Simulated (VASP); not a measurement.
Runs of VASP 6.6.1 on ScAl3. The structure is that of space group Pm-3m (No. 221), or close to it. The cells are those of the table. 

```tsv
cell	gap on the mesh (eV)	pressure (GPa)
a = 4.053 Å, 4 atoms	none	(b)
a = 3.983 Å, 4 atoms	none	3.0
a = 4.019 Å, 4 atoms	none	0.2
a = 4.088 Å, 4 atoms	none	-4.4
a = 4.188 Å, 4 atoms	none	-9.3
a = 4.122 Å, 4 atoms	none	-6.3
a = 3.947 Å, 4 atoms	none	(c)
a = 4.220 Å, 4 atoms	none	-10.6
a = 4.155 Å, 4 atoms	none	(a)
```

Alike in all rows: task single point; level PBEsol+D3(BJ); potentials or basis VASP PAW PBE potentials, release 64 (Sc_sv, Al); no spin polarisation; k mesh 6 × 6 × 6; cutoff (eV) 520; smearing fermi-dirac 0.1 eV.

**Question.** Estimate the missing entries.

**Answer.** (a) -7.9; (b) -2.3; (c) 6.2.

Caveats: the PAW data sets were made with another functional, which shifts forces and pressure a little; the cell stands under tension (at least some runs); the cell stands under pressure (at least some runs).

A gap of «none» marks levels without a gap at the run's occupations.
